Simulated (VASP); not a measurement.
## Au12I: single point with PBE

The system is Au12I, a slab with vacuum.

```
Au I
1.0
     5.76999    0.00000    0.00000
     2.88500    4.99696    0.00000
     0.00000    0.00000   16.71118
Au I
12 1
Direct
  0.16667 0.16666 0.05984
  0.66667 0.16666 0.05984
  0.16667 0.66667 0.05984
  0.66667 0.66667 0.05984
  0.82125 0.34073 0.21633
  0.33423 0.31739 0.22275
  0.79609 0.84543 0.22787
  0.28906 0.81135 0.24554
  0.95780 0.08281 0.37301
  0.45311 0.05347 0.38913
  0.96726 0.56847 0.39638
  0.46212 0.53781 0.39048
  0.77309 0.39922 0.53476
```

```yaml
Program: VASP 6.6.1
Task: single point
Functional: PBE
Potentials_or_basis: VASP PAW PBE potentials, release 64 (Au, I)
Cutoff: 520 eV
k_mesh: 3 × 3 × 1
Occupations: fermi-dirac, width 0.05 eV
Spin: no spin polarisation
```

```yaml
Largest_force: 0.959 eV/Å
Band_gap_on_the_k_mesh: zero (an odd number of electrons rules out a gap without spin polarisation)
```

Forces on the atoms (eV/Å):
```
Au   0.035 -0.078  0.067
Au  -0.058 -0.067  0.063
Au   0.040  0.048  0.046
Au  -0.017  0.089  0.102
Au   0.042  0.074 -0.157
Au  -0.623  0.157  0.018
Au  -0.132 -0.547  0.078
Au   0.820  0.267 -0.421
Au  -0.295 -0.557  0.442
Au   0.227 -0.220 -0.277
Au  -0.085  0.333 -0.116
Au   0.046  0.501  0.238
I    0.003  0.000 -0.082
```

Levels at points of the mesh, in eV from the Fermi level:
```tsv
k point	band 65	band 66	band 67	band 68	band 69	band 70	band 71	band 72	band 73	band 74
(0.00, 0.00, 0.00)	-1.47	-1.32	-1.19	0.23	0.38	0.62	0.88	1.16	1.29	1.34
```

It took 14 min on 1 thread of Intel Xeon 8259CL, with other jobs on the host, peak memory 0.69 GiB.

Caveat: the k points lie up to 0.42 Å⁻¹ apart, too coarse for converged energies and pressures of a metal; the atoms stand as in a frame of molecular dynamics; spin-orbit coupling is left out, which moves the levels of the heavy elements; an odd number of electrons without spin polarisation forces a metal; a magnetic or distorted state may lie lower.
